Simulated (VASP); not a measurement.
# Cl (Fd-3m) in VASP: a series of runs, part 2 of 2

VASP 6.6.1.

## 3. Single point, r2SCAN

This run uses another cell than the first one, of 32.96 Å³/atom, 1.015 times its volume.

POSCAR reads:

```
Cl
1.0
    0.0000000000      3.2063997612      3.2063997612
    3.2063997612      0.0000000000      3.2063997612
    3.2063997612      3.2063997612      0.0000000000
Cl
2
Direct
    1.0000000000      1.0000000000      1.0000000000
    0.2500000000      0.2500000000      0.2500000000
```

INCAR.step1 reads:

```
PREC = Accurate
ENCUT = 520
ISMEAR = -1
SIGMA = 0.05
LREAL = False
LASPH = True
NELM = 100
NBANDS = 14
GGA = PE
ALGO = Normal
EDIFF = 1E-4
LWAVE = True
LCHARG = False
```

INCAR.step2 reads:

```
PREC = Accurate
ENCUT = 520
EDIFF = 1E-6
ISMEAR = -1
SIGMA = 0.05
LREAL = False
LASPH = True
NELM = 100
ALGO = Normal
ISIF = 2
LWAVE = False
LCHARG = False
METAGGA = R2SCAN
LMIXTAU = True
NBANDS = 14
ISTART = 1
```

KPOINTS reads:

```
Automatic mesh
0
Gamma
  6 6 6
```

Potentials or basis: VASP PAW PBE potentials, release 64 (Cl).

Launch:

```console
$ cat potpaw_PBE.64/Cl/POTCAR > POTCAR
$ cp INCAR.step1 INCAR
$ mpirun -np 1 vasp_std > vasp.out
$ cp INCAR.step2 INCAR
$ mpirun -np 1 vasp_std > vasp.out
```

OUTCAR:

```text
PREC = Accurate
   ENCUT = 520
   EDIFF = 1E-6
   ISMEAR = -1
   LREAL = False
   LASPH = True
   NELM = 100
   ISIF = 2
   METAGGA = R2SCAN
   ISTART = 1

 ion  position               nearest neighbor table
   1  0.000  0.000  0.000-
   2  0.250  0.250  0.250-

  LATTYP: Found a face centered cubic cell.
 ALAT       =     6.4127995224

  Lattice vectors:

 A1 = (   0.0000000000,   3.2063997612,   3.2063997612)
 A2 = (   3.2063997612,   0.0000000000,   3.2063997612)
 A3 = (   3.2063997612,   3.2063997612,   0.0000000000)

Analysis of symmetry for initial positions (statically):
=====================================================================
 Subroutine PRICEL returns:
 Original cell was already a primitive cell.

 Routine SETGRP: Setting up the symmetry group for a
 face centered cubic supercell.

 Subroutine GETGRP returns: Found 48 space group operations
 (whereof 24 operations were pure point group operations)
 out of a pool of 48 trial point group operations.

The static configuration has the point symmetry T_d .
 The point group associated with its full space group is O_h .

Analysis of symmetry for dynamics (positions and initial velocities):
=====================================================================
 Subroutine PRICEL returns:
 Original cell was already a primitive cell.

 Routine SETGRP: Setting up the symmetry group for a
 face centered cubic supercell.

 Subroutine GETGRP returns: Found 48 space group operations
 (whereof 24 operations were pure point group operations)
 out of a pool of 48 trial point group operations.

The dynamic configuration has the point symmetry T_d .
 The point group associated with its full space group is O_h .

 Subroutine INISYM returns: Found 48 space group operations
 (whereof 24 operations are pure point group operations),
 and found     1 'primitive' translations

----------------------------------------------------------------------------------------

                                     Primitive cell

  volume of cell :      65.9300

  direct lattice vectors                    reciprocal lattice vectors
     0.000000000  3.206399761  3.206399761    -0.155938135  0.155938135  0.155938135
     3.206399761  0.000000000  3.206399761     0.155938135 -0.155938135  0.155938135
     3.206399761  3.206399761  0.000000000     0.155938135  0.155938135 -0.155938135

  length of vectors
     4.534534029  4.534534029  4.534534029     0.270092773  0.270092773  0.270092773

  position of ions in fractional coordinates (direct lattice)
     0.000000000  0.000000000  0.000000000
     0.250000000  0.250000000  0.250000000

  ion indices of the primitive-cell ions
   primitive index   ion index
                 1           1
                 2           2

----------------------------------------------------------------------------------------

 KPOINTS: Automatic mesh

Automatic generation of k-mesh.
 Grid dimensions read from file:
 generate k-points for:    6    6    6

 Generating k-lattice:
[... 21 lines left out ...]
  0.333333  0.000000  0.000000      8.000000
  0.500000  0.000000  0.000000      4.000000
  0.166667  0.166667  0.000000      6.000000
  0.333333  0.166667  0.000000     24.000000
[... 8 lines left out ...]
 -0.333333  0.333333  0.166667     24.000000
 -0.333333  0.500000  0.166667     12.000000
   k-points           NKPTS =     16   k-points in BZ     NKDIM =     16   number of bands    NBANDS=     14
   number of dos      NEDOS =    301   number of ions     NIONS =      2
   total plane-waves  NPLWV =  46656
   dimension x,y,z NGX =    36 NGY =   36 NGZ =   36
   dimension x,y,z NGXF=    72 NGYF=   72 NGZF=   72
   ions per type =               2
   NGX,Y,Z   is equivalent  to a cutoff of  13.20, 13.20, 13.20 a.u.
   NGXF,Y,Z  is equivalent  to a cutoff of  26.40, 26.40, 26.40 a.u.
 SYSTEM =  unknown system
   PREC   = accura    normal or accurate (medium, high low for compatibility)
   ISTART =      1    job   : 0-new  1-cont  2-samecut
   ICHARG =      0    charge: 1-file 2-atom 10-const
   ISPIN  =      1    spin polarized calculation?
   LNONCOLLINEAR =      F non collinear calculations
   LSORBIT =      F    spin-orbit coupling
   LASPH  =      T    aspherical Exc in radial PAW
   ENCUT  =  520.0 eV  38.22 Ry    6.18 a.u.   8.43  8.43  8.43*2*pi/ulx,y,z
   NELM   =    100;   NELMIN=  2; NELMDL=  0     # of ELM steps
   EDIFF  = 0.1E-05   stopping-criterion for ELM
   LREAL  =      F    real-space projection
   EDIFFG = 0.1E-04   stopping-criterion for IOM
   NSW    =      0    number of steps for IOM
   IBRION =     -1    ionic relax: 0-MD 1-quasi-New 2-CG
   NFREE  =      0    steps in history (QN), initial steepest desc. (CG)
   ISIF   =      2    stress and relaxation
   ISYM   =      2    0-nonsym 1-usesym 2-fastsym
   POTIM  = 0.5000    time-step for ionic-motion
   TEBEG  =    0.0;   TEEND  =   0.0 temperature during run
   PSTRESS=    0.0 pullay stress
   NELECT =      14.0000    total number of electrons
   NUPDOWN=      -1.0000    fix difference up-down
   EMIN   =  10.00;   EMAX   =-10.00  energy-range for DOS
   EFERMI =   0.00;   METHOD = LEGACY
   ISMEAR =    -1;   SIGMA  =   0.05  broadening in eV -4-tet -1-fermi 0-gaus
   EFERMI_NEDOS =   21; number of points for ismear=-14 and -15
   IALGO  =     38    algorithm
   IMIX   =      4    mixing-type and parameters
     AMIX     =   0.40;   BMIX     =  1.00
     AMIX_MAG =   1.60;   BMIX_MAG =  1.00
  volume/ion in A,a.u.               =      32.96       222.46
  Fermi-wavevector in a.u.,A,eV,Ry     =   0.976689  1.845675 12.978901  0.953922
  Thomas-Fermi vector in A             =   2.107328
   LORBIT       =      0    0 simple, 1 ext, 2 COOP (PROOUT), +10 PAW based schemes
   METAGGA = R2SCAN    functional components
   LHFCALC =     F    Hartree Fock is set to
   AEXX    =    0.0000 exact exchange contribution
   IVDW    =     0    specifies the selected vdW correction
   LEPSILON=     F    determine dielectric tensor
   LRPA    =     F    only Hartree local field effects (RPA)
 non-spin polarized calculation
  energy-cutoff  :      520.00
  volume of cell :       65.93
 maximum number of plane-waves:      1807
 NGX is ok and might be reduce to    36
   NGX = 17   NGY = 17   NGZ = 17

 number of electron      13.9999996 magnetization

 Free energy of the ion-electron system (eV)
  ---------------------------------------------------
  ext. energy  EPLUGINS =         0.00000000
  ---------------------------------------------------
  free energy    TOTEN  =       -10.26498945 eV

  energy without entropy =      -10.22432111  energy(sigma->0) =      -10.24465528

 E-fermi :  -1.4413     XC(G=0):  -7.5944

 val. band max:       -1.4861159793   @ k =   0.5000   0.3333   0.1667
 cond. band min:      -1.4372078157   @ k =  -0.3333   0.3333   0.0000
 fundamental gap:      0.0489081636
 Fermi energy:        -1.4413339474

 k-point     1 :       0.0000    0.0000    0.0000
  band No.  band energies     occupation
      1     -17.3483      2.00000
      2     -14.7180      2.00000
      3      -4.3206      2.00000
      4      -4.3206      2.00000
      5      -4.3206      2.00000
      6      -2.3640      2.00000
      7      -2.3640      2.00000
      8      -2.3639      2.00000
      9       5.3583      0.00000
     10       9.7783      0.00000
     11       9.7783      0.00000
     12      11.2892      0.00000
     13      11.2892      0.00000
     14      11.2892      0.00000
[... 241 lines left out ...]
      1     -16.1608      2.00000
      2     -16.1608      2.00000
      3      -5.2780      2.00000
      4      -5.2780      2.00000
      5      -3.1825      2.00000
      6      -3.1825      2.00000
      7      -1.1774      0.01014
      8      -1.1774      0.01014
      9       7.1800      0.00000
     10       7.1800      0.00000
     11      11.0971      0.00000
     12      11.0971      0.00000
     13      13.0398      0.00000
     14      13.0399      0.00000

------------------------ aborting loop because EDIFF is reached ----------------------------------------

  FORCE on cell =-STRESS in cart. coord.  units (eV):
  Direction    XX          YY          ZZ          XY          YZ          ZX
  --------------------------------------------------------------------------------------
  -------------------------------------------------------------------------------------
  Total       -0.0380814     -0.0380814     -0.0380814      0.0000000      0.0000000      0.0000000
  in kB       -0.9254246     -0.9254246     -0.9254246      0.0000000      0.0000000      0.0000000
  external PRESSURE =      -0.9254246 kB  Pullay stress =       0.0000000 kB

 VOLUME and BASIS-vectors are now :
 -----------------------------------------------------------------------------
  energy-cutoff  :      520.00
  volume of cell :       65.93
      direct lattice vectors                 reciprocal lattice vectors
     0.000000000  3.206399761  3.206399761    -0.155938135  0.155938135  0.155938135
     3.206399761  0.000000000  3.206399761     0.155938135 -0.155938135  0.155938135
     3.206399761  3.206399761  0.000000000     0.155938135  0.155938135 -0.155938135

 POSITION                                       TOTAL-FORCE (eV/Angst)
 -----------------------------------------------------------------------------------
      0.00000      0.00000      0.00000        -0.000000     -0.000000     -0.000000
      1.60320      1.60320      1.60320         0.000000      0.000000      0.000000
 -----------------------------------------------------------------------------------
    total drift:                                0.000000      0.000000      0.000000

  FREE ENERGIE OF THE ION-ELECTRON SYSTEM (eV)
  ---------------------------------------------------
  free  energy   TOTEN  =       -10.2649894456 eV

  energy  without entropy=      -10.2243211094  energy(sigma->0) =      -10.24465528
```

OUTCAR.step1:

```text
PREC = Accurate
   ENCUT = 520
   ISMEAR = -1
   LREAL = False
   LASPH = True
[... 484 lines left out ...]
      0.00000      0.00000      0.00000         0.000000     -0.000000      0.000000
      1.60320      1.60320      1.60320        -0.000000      0.000000     -0.000000
 -----------------------------------------------------------------------------------
    total drift:                                0.000000      0.000000      0.000000

  FREE ENERGIE OF THE ION-ELECTRON SYSTEM (eV)
  ---------------------------------------------------
  free  energy   TOTEN  =        -1.9969828526 eV

  energy  without entropy=       -1.9548023555  energy(sigma->0) =       -1.97589260
```

OSZICAR.step1:

```text
N       E                     dE             d eps       ncg     rms          rms(c)
DAV:   1     0.736443870140E+02    0.73644E+02   -0.56664E+03   448   0.804E+02
DAV:   2     0.279255901278E+01   -0.70852E+02   -0.67608E+02   690   0.155E+02
DAV:   3    -0.193847690067E+01   -0.47310E+01   -0.45222E+01   586   0.407E+01
DAV:   4    -0.199439105706E+01   -0.55914E-01   -0.55850E-01   586   0.562E+00
DAV:   5    -0.199549417243E+01   -0.11031E-02   -0.11030E-02   598   0.783E-01    0.625E+00
DAV:   6    -0.199630116476E+01   -0.80699E-03   -0.72390E-04   580   0.217E-01    0.379E+00
DAV:   7    -0.199697780732E+01   -0.67664E-03   -0.73033E-04   604   0.230E-01    0.470E-02
DAV:   8    -0.199698285261E+01   -0.50453E-05   -0.33393E-05   422   0.378E-02
   1 F= -.19969829E+01 E0= -.19758926E+01  d E =-.421805E-01
```

Run time: 22 s. Hardware: 1 thread of Intel Xeon 6975P-C (Granite Rapids), shared host; peak memory 0.2 GiB.

What came out:

```yaml
Free_energy: -10.2650 eV
Pressure: -0.1 GPa
Band_gap_on_the_k_mesh: zero (band 7 reaches -1.09 eV, above the bottom of band 8 at -2.36 eV)
```

Levels at points of the mesh, in eV from the Fermi level:
```
           k point  band 5  band 6  band 7  band 8  band 9  band 10
(0.00, 0.00, 0.00)   -2.88   -0.92   -0.92   -0.92    6.80    11.22
(0.50, 0.00, 0.00)   -3.31   -0.34   -0.34   -0.15    9.08     9.86
(0.50, 0.50, 0.00)   -1.90   -1.90    0.35    0.35    8.64     8.64
```

Caveat: the PAW data sets were made with another functional, which shifts forces and pressure a little.

## 4. Single point, r2SCAN

This run uses another cell than the first one, of 33.46 Å³/atom, 1.030 times its volume.

POSCAR reads:

```
Cl
1.0
    0.0000000000      3.2223522614      3.2223522614
    3.2223522614      0.0000000000      3.2223522614
    3.2223522614      3.2223522614      0.0000000000
Cl
2
Direct
    1.0000000000      1.0000000000      1.0000000000
    0.2500000000      0.2500000000      0.2500000000
```

INCAR.step1 reads:

```
SYSTEM = Cl
PREC = Accurate
ENCUT = 520
ISMEAR = -1
SIGMA = 0.05
LREAL = .FALSE.
LASPH = .TRUE.
NELM = 80
NBANDS = 14
GGA = PE
ALGO = Normal
EDIFF = 1E-4
LWAVE = .TRUE.
LCHARG = .FALSE.
```

INCAR.step2 reads:

```
SYSTEM = Cl
PREC = Accurate
ENCUT = 520
EDIFF = 1E-7
ISMEAR = -1
SIGMA = 0.05
LREAL = .FALSE.
LASPH = .TRUE.
NELM = 80
ALGO = Normal
ISIF = 2
LWAVE = .FALSE.
LCHARG = .FALSE.
METAGGA = R2SCAN
LMIXTAU = .TRUE.
NBANDS = 14
ISTART = 1
```

KPOINTS reads:

```
regular mesh
0
G
  6 6 6
  0 0 0
```

Launch:

```console
$ cat potpaw_PBE.64/Cl/POTCAR > POTCAR
$ cp INCAR.step1 INCAR
$ mpirun -np 1 vasp_std > vasp.out
$ cp INCAR.step2 INCAR
$ mpirun -np 1 vasp_std > vasp.out
```

Wall time 25 s (1 thread of Intel Xeon 6975P-C (Granite Rapids), shared host); peak memory 0.2 GiB.

It converged, with:

```yaml
Free_energy: -10.2640 eV
Pressure: -0.4 GPa
Band_gap_on_the_k_mesh: zero (band 7 reaches -1.23 eV, above the bottom of band 8 at -2.47 eV)
```

Levels at points of the mesh, in eV from the Fermi level:
```tsv
k point	band 3	band 4	band 5	band 6	band 7	band 8	band 9	band 10	band 11	band 12
(0.00, 0.00, 0.00)	-2.82	-2.82	-2.82	-0.89	-0.89	-0.89	6.82	11.26	11.26	12.74
(0.50, 0.00, 0.00)	-3.30	-3.23	-3.23	-0.33	-0.33	-0.15	9.09	9.86	10.90	10.90
(0.50, 0.50, 0.00)	-3.68	-3.68	-1.86	-1.86	0.34	0.34	8.67	8.67	12.89	12.89
```

Caveat: the PAW data sets were made with another functional, which shifts forces and pressure a little.

## 5. The runs side by side

| cell | gap on the mesh (eV) | pressure (GPa) |
| --- | --- | --- |
| a = 4.512 Å, angles 60.0°, 2 atoms | none | 0.2 |
| a = 4.535 Å, angles 60.0°, 2 atoms | none | -0.1 |
| a = 4.557 Å, angles 60.0°, 2 atoms | none | -0.4 |

Alike in all rows: task single point; level r2SCAN; potentials or basis VASP PAW PBE potentials, release 64 (Cl); no spin polarisation; k mesh 6 × 6 × 6; cutoff (eV) 520; smearing fermi-dirac 0.05 eV.

Caveats: the PAW data sets were made with another functional, which shifts forces and pressure a little.

Total energies depend on the potentials used, so only differences within one code and one set of settings carry meaning.
